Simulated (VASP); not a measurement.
# Co (P6_3/mmc) in VASP: a series of runs, part 2 of 2

VASP 6.6.1.

## (5) Single point, PBEsol, collinear spin, ferromagnetic start

This run uses another cell than the first one, of 9.52 Å³/atom.

The input, INCAR:

```
SYSTEM = Co
PREC = Accurate
ENCUT = 520
EDIFF = 1E-7
ISMEAR = 0
SIGMA = 0.15
LREAL = .FALSE.
LASPH = .TRUE.
NELM = 150
ALGO = Fast
ISIF = 2
LWAVE = .FALSE.
LCHARG = .FALSE.
ISPIN = 2
MAGMOM = 1.79 1.79
LORBIT = 11
LMAXMIX = 4
GGA = PS
NBANDS = 20
```

The input, KPOINTS:

```
regular mesh
0
G
  21 21 12
  0 0 0
```

The input, POSCAR:

```
Co
1.0
    2.3737000000      0.0000000000      0.0000000000
   -1.1868500000      2.0556845010      0.0000000000
    0.0000000000      0.0000000000      3.9012000000
Co
2
Direct
    0.3333333333      0.6666666667      0.2500000000
    0.6666666667      0.3333333333      0.7500000000
```

Potentials or basis: VASP PAW PBE potentials, release 64 (Co).

Launch:

```
> cat potpaw_PBE.64/Co/POTCAR > POTCAR
> mpirun -np 1 vasp_std > vasp.out
```

OUTCAR:

```text
SYSTEM = Co
   PREC = Accurate
   ENCUT = 520
   EDIFF = 1E-7
   ISMEAR = 0
   LREAL = .FALSE.
   LASPH = .TRUE.
   NELM = 150
   ISIF = 2
   ISPIN = 2
   LORBIT = 11
   GGA = PS

 ion  position               nearest neighbor table
   1  0.333  0.667  0.250-   2 2.38   2 2.38   2 2.38   2 2.38   2 2.38   2 2.38
   2  0.667  0.333  0.750-   1 2.38   1 2.38   1 2.38   1 2.38   1 2.38   1 2.38

  LATTYP: Found a hexagonal cell.
 ALAT       =     2.3737000000
 C/A-ratio  =     1.6435101319

  Lattice vectors:

 A1 = (   2.3737000000,   0.0000000000,   0.0000000000)
 A2 = (  -1.1868500000,   2.0556845010,   0.0000000000)
 A3 = (   0.0000000000,   0.0000000000,   3.9012000000)

Analysis of symmetry for initial positions (statically):
=====================================================================
 Subroutine PRICEL returns:
 Original cell was already a primitive cell.

 Routine SETGRP: Setting up the symmetry group for a
 hexagonal supercell.

 Subroutine GETGRP returns: Found 24 space group operations
 (whereof 12 operations were pure point group operations)
 out of a pool of 24 trial point group operations.

[... 1296 lines left out ...]
     20      41.4374      0.00000

 [... further k-points ...]

------------------------ aborting loop because EDIFF is reached ----------------------------------------

  FORCE on cell =-STRESS in cart. coord.  units (eV):
  Direction    XX          YY          ZZ          XY          YZ          ZX
  --------------------------------------------------------------------------------------
  -------------------------------------------------------------------------------------
  Total        3.2438941      3.2438941      2.2886173      0.0000000      0.0000000      0.0000000
  in kB      273.0214378    273.0214378    192.6208305      0.0000000      0.0000000      0.0000000
  external PRESSURE =     246.2212354 kB  Pullay stress =       0.0000000 kB

 VOLUME and BASIS-vectors are now :
 -----------------------------------------------------------------------------
  energy-cutoff  :      520.00
  volume of cell :       19.04
      direct lattice vectors                 reciprocal lattice vectors
     2.373700000  0.000000000  0.000000000     0.421283229  0.243227985  0.000000000
    -1.186850000  2.055684501  0.000000000     0.000000000  0.486455971  0.000000000
     0.000000000  0.000000000  3.901200000     0.000000000  0.000000000  0.256331385

 POSITION                                       TOTAL-FORCE (eV/Angst)
 -----------------------------------------------------------------------------------
     -0.00000      1.37046      0.97530        -0.000000      0.000000      0.000000
      1.18685      0.68523      2.92590         0.000000     -0.000000      0.000000
 -----------------------------------------------------------------------------------
    total drift:                                0.000000     -0.000000     -0.000000

  FREE ENERGIE OF THE ION-ELECTRON SYSTEM (eV)
  ---------------------------------------------------
  free  energy   TOTEN  =       -15.3627337451 eV

  energy  without entropy=      -15.3448586372  energy(sigma->0) =      -15.35379619

 total charge

# of ion       s       p       d       tot
------------------------------------------
    1        0.549   0.650   7.363   8.562
    2        0.549   0.650   7.363   8.562
--------------------------------------------------
tot          1.097   1.301  14.726  17.124

 magnetization (x)

# of ion       s       p       d       tot
------------------------------------------
    1       -0.016  -0.051   1.566   1.500
    2       -0.016  -0.051   1.566   1.500
--------------------------------------------------
tot         -0.031  -0.102   3.133   2.999
```

OSZICAR:

```text
N       E                     dE             d eps       ncg     rms          rms(c)
DAV:   1     0.837525797101E+02    0.83753E+02   -0.78378E+03 28616   0.123E+03
DAV:   2    -0.130602664796E+02   -0.96813E+02   -0.86754E+02 27264   0.222E+02
DAV:   3    -0.177102477747E+02   -0.46500E+01   -0.44550E+01 30304   0.578E+01
DAV:   4    -0.177795461571E+02   -0.69298E-01   -0.69241E-01 32792   0.626E+00
DAV:   5    -0.177815186879E+02   -0.19725E-02   -0.19724E-02 31536   0.101E+00    0.183E+01
RMM:   6    -0.156523974373E+02    0.21291E+01   -0.62844E+00 32249   0.270E+01    0.661E+00
RMM:   7    -0.154210152417E+02    0.23138E+00   -0.56030E-01 32511   0.856E+00    0.457E+00
RMM:   8    -0.153778503699E+02    0.43165E-01   -0.31873E-02 37813   0.106E+00    0.220E+00
RMM:   9    -0.153622238045E+02    0.15627E-01   -0.95937E-03 39847   0.471E-01    0.600E-01
RMM:  10    -0.153625658120E+02   -0.34201E-03   -0.12755E-03 39945   0.265E-01    0.365E-01
RMM:  11    -0.153627141076E+02   -0.14830E-03   -0.46882E-04 36274   0.179E-01    0.610E-02
RMM:  12    -0.153627310539E+02   -0.16946E-04   -0.22618E-04 41901   0.764E-02    0.349E-02
RMM:  13    -0.153627342369E+02   -0.31830E-05   -0.21967E-05 41001   0.326E-02    0.167E-02
RMM:  14    -0.153627342314E+02    0.55090E-08   -0.63406E-06 42821   0.128E-02    0.731E-03
RMM:  15    -0.153627337715E+02    0.45998E-06   -0.66887E-07 36078   0.534E-03    0.106E-03
RMM:  16    -0.153627337451E+02    0.26389E-07   -0.14077E-07 23736   0.240E-03
   1 F= -.15362734E+02 E0= -.15353796E+02  d E =-.178751E-01  mag=     3.0168
```

It took 4.5 min on 1 thread of Intel Xeon 8259CL, shared host; peak memory 0.29 GiB.

What came out:

```yaml
Free_energy: -15.3627 eV
Pressure: 24.6 GPa
Net_moment: 3.02 μB per cell
Site_moments: Co +1.50 μB
Valence_electrons_inside_the_program's_atomic_spheres: Co 8.56
```

Stress tensor (GPa, compression positive):
```
27.30  0.00  0.00
 0.00 27.30  0.00
 0.00  0.00 19.26
```

Caveat: the cell stands under pressure; the PAW data sets were made with another functional, which shifts forces and pressure a little.

## (6) Single point, PBEsol, collinear spin, ferromagnetic start

This run uses another cell than the first one, of 9.53 Å³/atom.

INCAR, as its differences from that of step 5:

```diff
@@ -3,3 +3,3 @@
 ENCUT = 520
-EDIFF = 1E-7
+EDIFF = 1E-6
 ISMEAR = 0
@@ -9,3 +9,3 @@
 NELM = 150
-ALGO = Fast
+ALGO = Normal
 ISIF = 2
```

KPOINTS is that of step 5.

The input, POSCAR:

```
Co
1.0
    2.4555255296      0.0000000000      0.0000000000
   -1.2277627648      2.1265474882      0.0000000000
    0.0000000000      0.0000000000      3.6500000000
Co
2
Direct
    0.3333333333      0.6666666667      0.2500000000
    0.6666666667      0.3333333333      0.7500000000
```

Potentials or basis: VASP PAW PBE potentials, release 64 (Co).

Launch:

```
> cat potpaw_PBE.64/Co/POTCAR > POTCAR
> mpirun -np 1 vasp_std > vasp.out
```

Run time: 3.2 min. Hardware: 1 thread of Intel Xeon 8259CL, shared host; peak memory 0.28 GiB.

The run converged. Its results:

- Free energy: -15.2598 eV
- Pressure: 25.2 GPa
- Net moment: 2.88 μB per cell
- Site moments: Co +1.43 μB
- Valence electrons inside the program's atomic spheres: Co 8.57

Stress tensor (GPa, compression positive):
```
14.32  0.00  0.00
 0.00 14.32  0.00
 0.00  0.00 46.92
```

Levels at points of the mesh, in eV from the Fermi level:
Spin up:
```csv
k point,band 6,band 7,band 8,band 9,band 10,band 11,band 12,band 13,band 14,band 15
"(0.00, 0.00, 0.00)",-2.25,-2.25,-2.22,-2.22,-0.46,-0.46,0.98,8.96,21.90,25.09
"(0.00, 0.00, 0.50)",-3.00,-2.80,-2.80,-0.82,-0.82,-0.82,-0.82,18.83,18.83,22.93
```
Spin down:
| k point | band 3 | band 4 | band 5 | band 6 | band 7 | band 8 | band 9 | band 10 | band 11 | band 12 |
| --- | --- | --- | --- | --- | --- | --- | --- | --- | --- | --- |
| (0.00, 0.00, 0.00) | -1.32 | -1.32 | -0.75 | -0.75 | -0.73 | -0.73 | -0.70 | 1.03 | 1.14 | 1.14 |
| (0.00, 0.00, 0.50) | -1.57 | -1.57 | -1.57 | -1.57 | -1.50 | -1.50 | 0.80 | 0.80 | 0.80 | 0.80 |

Caveat: the cell stands under pressure; the PAW data sets were made with another functional, which shifts forces and pressure a little.

## (7) Overview

| cell | gap on the mesh (eV) | pressure (GPa) | moment (μB) |
| --- | --- | --- | --- |
| a = 2.456, b = 2.456, c = 3.491 Å, angles 90.0, 90.0, 120.0°, 2 atoms | none | 42.2 | 2.43 |
| a = 2.406, b = 2.406, c = 3.650 Å, angles 90.0, 90.0, 120.0°, 2 atoms | none | 39.8 | 2.80 |
| a = 2.333, b = 2.333, c = 3.901 Å, angles 90.0, 90.0, 120.0°, 2 atoms | none | 38.2 | 2.95 |
| a = 2.374, b = 2.374, c = 3.901 Å, angles 90.0, 90.0, 120.0°, 2 atoms | none | 24.6 | 3.02 |
| a = 2.456, b = 2.456, c = 3.650 Å, angles 90.0, 90.0, 120.0°, 2 atoms | none | 25.2 | 2.88 |

Alike in all rows: task single point; level PBEsol; potentials or basis VASP PAW PBE potentials, release 64 (Co); spin collinear, ferromagnetic start; k mesh 21 × 21 × 12; cutoff (eV) 520; smearing gaussian 0.15 eV.

Caveats: the cell stands under pressure; the PAW data sets were made with another functional, which shifts forces and pressure a little.

Absolute energies hang on the potentials; compare differences alone.
